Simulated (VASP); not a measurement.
# Bi (Pm-3m) in VASP: relaxation of cell and atoms with PBEsol

Aim: the relaxation of cell and atoms of Bi with PBEsol.

Program: VASP 6.6.1. These are calculated values, not measurements. Logs are shortened: lines on timing, memory, paths and dates and some standing lists are left out, and cuts for length are marked.

## Step 1: The cell of the first run

Symmetry: Pm-3m, No. 221, cubic system. The conventional cell has a = 3.257 Å, b = 3.257 Å, c = 3.257 Å, α = 90.00°, β = 90.00°, γ = 90.00°. Within 4.3 Å of Bi (site symmetry m-3m) lie 6 Bi at 3.26 Å.

## Step 2: Relaxation of cell and atoms, PBEsol

The input, INCAR:

```
SYSTEM = Bi
PREC = Accurate
ENCUT = 600
EDIFF = 1E-6
ISMEAR = -1
SIGMA = 0.05
LREAL = .False.
LASPH = .True.
NELM = 80
ALGO = Normal
ISIF = 3
LWAVE = .False.
LCHARG = .False.
GGA = PS
IBRION = 2
NSW = 60
EDIFFG = -0.005
```

The input, KPOINTS:

```
regular mesh
0
Gamma
  12 12 12
  0 0 0
```

The input, POSCAR:

```
Bi
1.0
    3.2573011399      0.0000000000      0.0000000000
    0.0000000000      3.2573011399      0.0000000000
    0.0000000000      0.0000000000      3.2573011399
Bi
1
Direct
    0.0000000000      0.0000000000      0.0000000000
```

Potentials or basis: VASP PAW PBE potentials, release 64 (Bi_d).

On the command line:

```sh
> cat potpaw_PBE.64/Bi_d/POTCAR > POTCAR
> mpirun -np 1 vasp_std > vasp.out
```

OUTCAR:

```text
SYSTEM = Bi
   PREC = Accurate
   ENCUT = 600
   EDIFF = 1E-6
   ISMEAR = -1
   LREAL = .False.
   LASPH = .True.
   NELM = 80
   ISIF = 3
   GGA = PS
   IBRION = 2
   NSW = 60
   EDIFFG = -0.005

 ion  position               nearest neighbor table
   1  0.000  0.000  0.000-

  LATTYP: Found a simple cubic cell.
 ALAT       =     3.2573011399

  Lattice vectors:

 A1 = (   3.2573011399,   0.0000000000,   0.0000000000)
 A2 = (   0.0000000000,   3.2573011399,   0.0000000000)
 A3 = (   0.0000000000,   0.0000000000,   3.2573011399)

Analysis of symmetry for initial positions (statically):
=====================================================================
 Subroutine PRICEL returns:
 Original cell was already a primitive cell.

 Routine SETGRP: Setting up the symmetry group for a
 simple cubic supercell.

 Subroutine GETGRP returns: Found 48 space group operations
 (whereof 48 operations were pure point group operations)
 out of a pool of 48 trial point group operations.

The static configuration has the point symmetry O_h .

Analysis of symmetry for dynamics (positions and initial velocities):
=====================================================================
 Subroutine PRICEL returns:
 Original cell was already a primitive cell.

 Routine SETGRP: Setting up the symmetry group for a
 simple cubic supercell.

 Subroutine GETGRP returns: Found 48 space group operations
 (whereof 48 operations were pure point group operations)
 out of a pool of 48 trial point group operations.

The dynamic configuration has the point symmetry O_h .

 Subroutine INISYM returns: Found 48 space group operations
 (whereof 48 operations are pure point group operations),
 and found     1 'primitive' translations

----------------------------------------------------------------------------------------

                                     Primitive cell

  volume of cell :      34.5600

  direct lattice vectors                    reciprocal lattice vectors
     3.257301140  0.000000000  0.000000000     0.307002625  0.000000000  0.000000000
     0.000000000  3.257301140  0.000000000     0.000000000  0.307002625  0.000000000
     0.000000000  0.000000000  3.257301140     0.000000000  0.000000000  0.307002625

  length of vectors
     3.257301140  3.257301140  3.257301140     0.307002625  0.307002625  0.307002625

  position of ions in fractional coordinates (direct lattice)
     0.000000000  0.000000000  0.000000000

  ion indices of the primitive-cell ions
   primitive index   ion index
                 1           1

----------------------------------------------------------------------------------------

 KPOINTS: regular mesh

Automatic generation of k-mesh.
 Grid dimensions read from file:
 generate k-points for:   12   12   12

 Generating k-lattice:

  Cartesian coordinates                     Fractional coordinates (reciprocal lattice)
     0.025583552  0.000000000  0.000000000     0.083333333  0.000000000  0.000000000
     0.000000000  0.025583552  0.000000000     0.000000000  0.083333333  0.000000000
     0.000000000  0.000000000  0.025583552     0.000000000  0.000000000  0.083333333

  Length of vectors
     0.025583552  0.025583552  0.025583552

  Shift w.r.t. Gamma in fractional coordinates (k-lattice)
     0.000000000  0.000000000  0.000000000

 Subroutine IBZKPT returns following result:
 ===========================================

 Found     84 irreducible k-points:

 Following reciprocal coordinates:
            Coordinates               Weight
  0.000000  0.000000  0.000000      1.000000
  0.083333  0.000000  0.000000      6.000000
  0.166667  0.000000  0.000000      6.000000
  0.250000  0.000000  0.000000      6.000000
  0.333333  0.000000  0.000000      6.000000
  0.416667  0.000000  0.000000      6.000000
[... 16 lines left out ...]
  0.333333  0.333333  0.000000     12.000000
  0.416667  0.333333  0.000000     24.000000
 [... further k-points ...]
   k-points           NKPTS =     84   k-points in BZ     NKDIM =     84   number of bands    NBANDS=     11
   number of dos      NEDOS =    301   number of ions     NIONS =      1
   total plane-waves  NPLWV =  21952
   dimension x,y,z NGX =    28 NGY =   28 NGZ =   28
   dimension x,y,z NGXF=    56 NGYF=   56 NGZF=   56
   ions per type =               1
   NGX,Y,Z   is equivalent  to a cutoff of  14.29, 14.29, 14.29 a.u.
   NGXF,Y,Z  is equivalent  to a cutoff of  28.58, 28.58, 28.58 a.u.
 SYSTEM =  Bi
   PREC   = accura    normal or accurate (medium, high low for compatibility)
   ISTART =      0    job   : 0-new  1-cont  2-samecut
   ICHARG =      2    charge: 1-file 2-atom 10-const
   ISPIN  =      1    spin polarized calculation?
   LNONCOLLINEAR =      F non collinear calculations
   LSORBIT =      F    spin-orbit coupling
   LASPH  =      T    aspherical Exc in radial PAW
   ENCUT  =  600.0 eV  44.10 Ry    6.64 a.u.   6.51  6.51  6.51*2*pi/ulx,y,z
   NELM   =     80;   NELMIN=  2; NELMDL= -5     # of ELM steps
   EDIFF  = 0.1E-05   stopping-criterion for ELM
   LREAL  =      F    real-space projection
   EDIFFG = -.5E-02   stopping-criterion for IOM
   NSW    =     60    number of steps for IOM
   IBRION =      2    ionic relax: 0-MD 1-quasi-New 2-CG
   NFREE  =      1    steps in history (QN), initial steepest desc. (CG)
   ISIF   =      3    stress and relaxation
   ISYM   =      2    0-nonsym 1-usesym 2-fastsym
   POTIM  = 0.5000    time-step for ionic-motion
   TEBEG  =    0.0;   TEEND  =   0.0 temperature during run
   PSTRESS=    0.0 pullay stress
   NELECT =      15.0000    total number of electrons
   NUPDOWN=      -1.0000    fix difference up-down
   EMIN   =  10.00;   EMAX   =-10.00  energy-range for DOS
   EFERMI =   0.00;   METHOD = LEGACY
   ISMEAR =    -1;   SIGMA  =   0.05  broadening in eV -4-tet -1-fermi 0-gaus
   EFERMI_NEDOS =   21; number of points for ismear=-14 and -15
   IALGO  =     38    algorithm
   IMIX   =      4    mixing-type and parameters
     AMIX     =   0.40;   BMIX     =  1.00
     AMIX_MAG =   1.60;   BMIX_MAG =  1.00
  volume/ion in A,a.u.               =      34.56       233.22
  Fermi-wavevector in a.u.,A,eV,Ry     =   1.239502  2.342320 20.903528  1.536366
  Thomas-Fermi vector in A             =   2.373983
   LORBIT       =      0    0 simple, 1 ext, 2 COOP (PROOUT), +10 PAW based schemes
   GGA     = PS    functional components
   LHFCALC =     F    Hartree Fock is set to
   AEXX    =    0.0000 exact exchange contribution
   IVDW    =     0    specifies the selected vdW correction
   LEPSILON=     F    determine dielectric tensor
   LRPA    =     F    only Hartree local field effects (RPA)
 conjugate gradient relaxation of ions
 non-spin polarized calculation
  energy-cutoff  :      600.00
  volume of cell :       34.56
 maximum number of plane-waves:      1189
 NGX is ok and might be reduce to    28
   NGX = 13   NGY = 13   NGZ = 13

--------------------------------------- Ionic step        1  -------------------------------------------

 number of electron      14.9999996 magnetization

 Free energy of the ion-electron system (eV)
  ---------------------------------------------------
  ext. energy  EPLUGINS =         0.00000000
  ---------------------------------------------------
  free energy    TOTEN  =        -4.26439390 eV

  energy without entropy =       -4.25892177  energy(sigma->0) =       -4.26165784

------------------------ aborting loop because EDIFF is reached ----------------------------------------

  FORCE on cell =-STRESS in cart. coord.  units (eV):
  Direction    XX          YY          ZZ          XY          YZ          ZX
  --------------------------------------------------------------------------------------
  -------------------------------------------------------------------------------------
  Total       -0.3322325     -0.3322325     -0.3322325     -0.0000000      0.0000000     -0.0000000
  in kB      -15.4020642    -15.4020642    -15.4020642     -0.0000000      0.0000000     -0.0000000
  external PRESSURE =     -15.4020642 kB  Pullay stress =       0.0000000 kB
[... 20 lines left out ...]
  energy  without entropy=       -4.2589217710  energy(sigma->0) =       -4.26165784

--------------------------------------- Ionic step        2  -------------------------------------------

 number of electron      14.9999997 magnetization

 E-fermi :   6.9851     XC(G=0): -10.0430

 val. band max:        6.9825203087   @ k =   0.4167   0.2500   0.0833
 cond. band min:       7.0719934065   @ k =   0.1667   0.0833   0.0000
 fundamental gap:      0.0894730979
 Fermi energy:         6.9851135862

 k-point     1 :       0.0000    0.0000    0.0000
  band No.  band energies     occupation
      1     -16.0188      2.00000
      2     -16.0188      2.00000
      3     -15.6448      2.00000
      4     -15.6448      2.00000
      5     -15.6448      2.00000
      6      -6.4887      2.00000
      7      10.1770      0.00000
      8      10.1770      0.00000
      9      10.1770      0.00000
     10      13.3964      0.00000
     11      14.8817      0.00000
[... 385 lines left out ...]
  FREE ENERGIE OF THE ION-ELECTRON SYSTEM (eV)
  ---------------------------------------------------
  free  energy   TOTEN  =        -4.2699298330 eV

  energy  without entropy=       -4.2645446863  energy(sigma->0) =       -4.26723726

[... ionic steps 4 to 19 ...]

--------------------------------------- Ionic step       20  -------------------------------------------

 number of electron      14.9999994 magnetization

------------------------ aborting loop because EDIFF is reached ----------------------------------------

  FORCE on cell =-STRESS in cart. coord.  units (eV):
  Direction    XX          YY          ZZ          XY          YZ          ZX
  --------------------------------------------------------------------------------------
  -------------------------------------------------------------------------------------
  Total       -0.0092961     -0.0092961     -0.0092961      0.0000000      0.0000000     -0.0000000
  in kB       -0.4447458     -0.4447458     -0.4447458      0.0000000      0.0000000     -0.0000000
  external PRESSURE =      -0.4447458 kB  Pullay stress =       0.0000000 kB
[... 55 lines left out ...]
  energy  without entropy=       -4.2645443753  energy(sigma->0) =       -4.26723702

--------------------------------------- Ionic step       22  -------------------------------------------

 number of electron      14.9999994 magnetization

 Free energy of the ion-electron system (eV)
  ---------------------------------------------------
  ext. energy  EPLUGINS =         0.00000000
  ---------------------------------------------------
  free energy    TOTEN  =        -4.26991815 eV

  energy without entropy =       -4.26453464  energy(sigma->0) =       -4.26722640

 E-fermi :   6.7954     XC(G=0):  -9.9717

 val. band max:        6.7929872798   @ k =   0.4167   0.2500   0.0833
 cond. band min:       6.7966998642   @ k =   0.1667   0.0000   0.0000
 fundamental gap:      0.0037125844
 Fermi energy:         6.7954232867

 k-point     1 :       0.0000    0.0000    0.0000
  band No.  band energies     occupation
      1     -16.1748      2.00000
      2     -16.1748      2.00000
      3     -15.8189      2.00000
      4     -15.8189      2.00000
      5     -15.8189      2.00000
      6      -6.5676      2.00000
      7       9.9550      0.00000
      8       9.9550      0.00000
      9       9.9550      0.00000
     10      13.1290      0.00000
     11      14.6520      0.00000
[... 350 lines left out ...]
  FREE ENERGIE OF THE ION-ELECTRON SYSTEM (eV)
  ---------------------------------------------------
  free  energy   TOTEN  =        -4.2699181475 eV

  energy  without entropy=       -4.2645346439  energy(sigma->0) =       -4.26722640

 reached required accuracy - stopping structural energy minimisation
```

Wall time 84 s (1 thread of Intel Xeon 6975P-C (Granite Rapids), shared host); peak memory 0.18 GiB.

What came out:

```yaml
Free_energy: -4.2699 eV
Relaxed_volume: 33.43 Å³/atom
Relaxed_cell: a = 3.221 Å, b = 3.221 Å, c = 3.221 Å, α = 90.00°, β = 90.00°, γ = 90.00°
Space_group_after_relaxing_to_0.05_Å: Pm-3m (No. 221)
Energy_gained_by_relaxing: 5.5 meV/atom
Ionic_steps: 22
Pressure_after_relaxing: 0.0 GPa
```

Step by step:
| step | energy change (eV) | largest force (eV/Å) | pressure (GPa) | volume (Å³) |
| --- | --- | --- | --- | --- |
| 1 | 0.0000 | 0.0000 | -1.54 | 34.56 |
| 2 | -0.0040 | 0.0000 | 0.91 | 32.92 |
| 3 | -0.0055 | 0.0000 | 0.02 | 33.47 |
| 4 | -0.0055 | 0.0000 | 0.04 | 33.49 |
| 5 | -0.0041 | 0.0000 | -0.83 | 34.02 |
| 6 | -0.0055 | 0.0000 | -0.02 | 33.51 |
| 7 | -0.0055 | 0.0000 | -0.06 | 33.51 |
| 8 | -0.0055 | 0.0000 | -0.07 | 33.51 |
| 9 | -0.0055 | 0.0000 | -0.05 | 33.51 |
| 10 | -0.0055 | 0.0000 | -0.05 | 33.51 |
| 11 | -0.0055 | 0.0000 | -0.05 | 33.51 |
| 12 | -0.0055 | 0.0000 | -0.05 | 33.51 |
| 13 | -0.0055 | 0.0000 | -0.05 | 33.51 |
| 14 | -0.0055 | 0.0000 | -0.05 | 33.51 |
| 15 | -0.0055 | 0.0000 | -0.05 | 33.51 |
| 16 | -0.0055 | 0.0000 | -0.06 | 33.51 |
| 17 | -0.0055 | 0.0000 | -0.07 | 33.51 |
| 18 | -0.0055 | 0.0000 | -0.09 | 33.50 |
| 19 | -0.0055 | 0.0000 | -0.05 | 33.50 |
| 20 | -0.0055 | 0.0000 | -0.04 | 33.49 |
| 21 | -0.0055 | 0.0000 | -0.03 | 33.47 |
| 22 | -0.0055 | 0.0000 | -0.01 | 33.43 |

Final structure:
```yaml
crystal:
  lattice:
    - [3.22139, 0.00000, 0.00000]
    - [0.00000, 3.22139, 0.00000]
    - [0.00000, 0.00000, 3.22139]
  atoms:
    - { symbol: Bi, position: [0.00000, 0.00000, 0.00000] }
```

Levels at points of the mesh, in eV from the Fermi level:
| k point | band 5 | band 6 | band 7 | band 8 | band 9 | band 10 | band 11 |
| --- | --- | --- | --- | --- | --- | --- | --- |
| (0.00, 0.00, 0.00) | -22.61 | -13.36 | 3.16 | 3.16 | 3.16 | 6.33 | 7.86 |
| (0.50, 0.00, 0.00) | -22.61 | -11.38 | -5.20 | 5.12 | 5.12 | 9.66 | 10.08 |
| (0.50, 0.50, 0.00) | -22.49 | -9.42 | -3.27 | -3.27 | 2.57 | 7.18 | 11.95 |
| (0.50, 0.50, 0.50) | -22.48 | -7.42 | -1.45 | -1.45 | -1.45 | 5.31 | 5.31 |

Caveat: the PAW data sets were made with another functional, which shifts forces and pressure a little; spin-orbit coupling is left out, which moves the levels of the heavy elements.
